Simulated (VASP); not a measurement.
The system is ZnO.

```xyz
4
Lattice="3.2354 0.0000 0.0000 -1.6177 2.8019 0.0000 0.0000 0.0000 5.2109" Properties=species:S:1:pos:R:3 pbc="T T T"
Zn    0.0000    1.8679    2.6037
Zn    1.6177    0.9340   -0.0018
O     1.6177    0.9340    1.9768
O     0.0000    1.8679    4.5822
```

Program: VASP 6.6.1. Alike in all runs: task single point; potentials or basis VASP PAW PBE potentials, release 64 (Zn, O); no spin polarisation; cell as given; smearing gaussian 0.01 eV.

Q: Order these runs on this cell by their pressure, lowest first.
A. level HSE06; k mesh 6 × 6 × 2; cutoff (eV) 520; grid for exact exchange (PRECFOCK) Normal; share of exact exchange 0.25; screening parameter 0.2079 1/Å
B. level PBE-based screened hybrid with 50 % exact exchange; k mesh 6 × 6 × 2; cutoff (eV) 520; grid for exact exchange (PRECFOCK) Normal; share of exact exchange 0.5; screening parameter 0.3 1/Å
C. level PBE; k mesh 6 × 6 × 4, shifted; cutoff (eV) 700

A: B (-0.4 GPa), A (2.9 GPa), C (7.0 GPa).

Caveats: some runs use coarse meshes; the PAW data sets were made with another functional, which shifts forces and pressure a little (at least some runs); the cell stands under pressure (at least some runs).
